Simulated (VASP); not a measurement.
Write the native input for VASP 6.6.1 that does the following.

```
Task                   : single point
Functional             : PBE
Potentials or basis    : VASP PAW PBE potentials, release 64 (Ge_d, W_sv)
Cutoff                 : 520 eV
k mesh                 : 18 × 18 × 6
Occupations            : gaussian, width 0.1 eV
Spin                   : no spin polarisation
Dipole correction      : no
Further INCAR settings : ALGO = Normal; EDIFF = 1e-07; NBANDS = 36
```

The structure of GeW lies in POSCAR:

```
GeW
1.0
    3.1908145940      0.0000000000      0.0000000000
   -1.5954072970      2.7633264971      0.0000000000
    0.0000000000      0.0000000000      7.2972689881
Ge W
2 2
Direct
    0.3333333333      0.6666666667      0.2500000000
    0.6666666667      0.3333333333      0.7500000000
    0.0000000000      0.0000000000      0.0000000000
    0.0000000000      0.0000000000      0.5000000000
```

The cell was built from a structure type or drawn by symmetry, and may not be a known phase.

The input as run:

INCAR

```
SYSTEM = GeW
ALGO     = Normal         ! electronic algorithm
EDIFF    = 1E-7           ! SCF threshold, eV
ENCUT    = 520            ! plane-wave cutoff, eV
GGA      = PE             ! functional
ISIF     = 2              ! what is computed and relaxed
ISMEAR   = 0              ! smearing method
LASPH    = .True.         ! aspherical terms in the spheres
LCHARG   = .False.        ! write CHGCAR
LREAL    = .False.        ! projectors in reciprocal space
LWAVE    = .False.        ! write WAVECAR
NBANDS   = 36             ! bands
NELM     = 80             ! most SCF steps
PREC     = Accurate       ! precision mode
SIGMA    = 0.1            ! smearing width, eV
```

KPOINTS

```
k-points
0
Gamma
  18 18 6
  0 0 0
```

Potentials or basis: VASP PAW PBE potentials, release 64 (Ge_d, W_sv).

Command:

```sh
$ cat potpaw_PBE.64/Ge_d/POTCAR potpaw_PBE.64/W_sv/POTCAR > POTCAR
$ mpirun -np 1 vasp_std > vasp.out
```

It gave:

```
Pressure               : 0.3 GPa
Band gap on the k mesh : zero (bands 28 and 29 overlap by 0.79 eV)
```

Caveat: spin-orbit coupling is left out, which moves the levels of the heavy elements.

It took 5.3 min on 1 thread of Intel(R) Xeon(R) Platinum 8488C (Sapphire Rapids), with other jobs on the host, peak memory 0.38 GiB.
